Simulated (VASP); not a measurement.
**YN: electric field gradients with LDA**

YN:

```xyz
2
Lattice="0.0000 2.3891 2.3891 2.3891 0.0000 2.3891 2.3891 2.3891 0.0000" Properties=species:S:1:pos:R:3 pbc="T T T"
Y     0.0000    0.0000    0.0000
N     2.3891    2.3891    2.3891
```

| Quantity | Value |
| --- | --- |
| Program | VASP 6.6.1 |
| Task | electric field gradients |
| Functional | LDA |
| Potentials or basis | VASP PAW LDA potentials, release 64 (Y_sv, N) |
| Cutoff | 520 eV |
| k mesh | 9 × 9 × 9 |
| Occupations | fermi-dirac, width 0.03 eV |
| Spin | no spin polarisation |
| Dipole correction | no |
| Further INCAR settings | ALGO = Normal; EDIFF = 1e-08; NBANDS = 15 |

The pressure is 5.2 GPa and the largest electric field gradient by atom is zero within the noise of the run.

Levels at points of the mesh, in eV from the Fermi level:
```tsv
k point	band 6	band 7	band 8	band 9	band 10	band 11
(0.00, 0.00, 0.00)	0.01	0.01	0.01	3.16	3.16	3.16
```

Wall time 25 s on 1 thread of AMD EPYC 7R43 64-Core Processor (Zen 3), with other jobs on the host, peak memory 0.14 GiB.

Caveat: the cell stands under pressure.
